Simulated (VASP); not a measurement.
**Ti: single point with PBE**

The system is Ti.

```
Ti
1.0
     2.71383    0.00000    0.00000
     0.00000    2.71383    0.00000
     0.00000    0.00000    2.71383
Ti
1
Direct
  0.00000 0.00000 0.00000
```

This cell differs from its parent crystal: volume scaled by 1.08.

```json
{
 "Program": "VASP 6.6.1",
 "Task": "single point",
 "Functional": "PBE",
 "Potentials or basis": "VASP PAW PBE potentials, release 64 (Ti_sv)",
 "Cutoff": "520 eV",
 "k mesh": "13 × 13 × 13",
 "Occupations": "fermi-dirac, width 0.05 eV",
 "Spin": "collinear spin, ferromagnetic start",
 "Starting moments": "[0.173] μB",
 "Dipole correction": "no",
 "Further INCAR settings": "ALGO = Normal; EDIFF = 1e-06; NBANDS = 16"
}
```

| Quantity | Value |
| --- | --- |
| Pressure | -5.5 GPa |
| Net moment | 0.43 μB per cell |
| Site moments | Ti +0.33 μB |
| Valence electrons inside the program's atomic spheres | Ti 10.28 |

Levels at points of the mesh, in eV from the Fermi level:
Spin up:
```tsv
k point	band 2	band 3	band 4	band 5	band 6	band 7	band 8	band 9	band 10	band 11
(0.00, 0.00, 0.00)	-32.71	-32.71	-32.71	-5.65	-1.37	-1.37	3.45	3.45	3.45	14.70
```
Spin down:
| k point | band 4 | band 5 | band 6 | band 7 | band 8 | band 9 |
| --- | --- | --- | --- | --- | --- | --- |
| (0.00, 0.00, 0.00) | -32.43 | -5.41 | -0.90 | -0.90 | 3.63 | 3.63 |

Run time: 22 s on 1 thread of Intel(R) Xeon(R) 6975P-C (Granite Rapids), with other jobs on the host, peak memory 0.16 GiB.
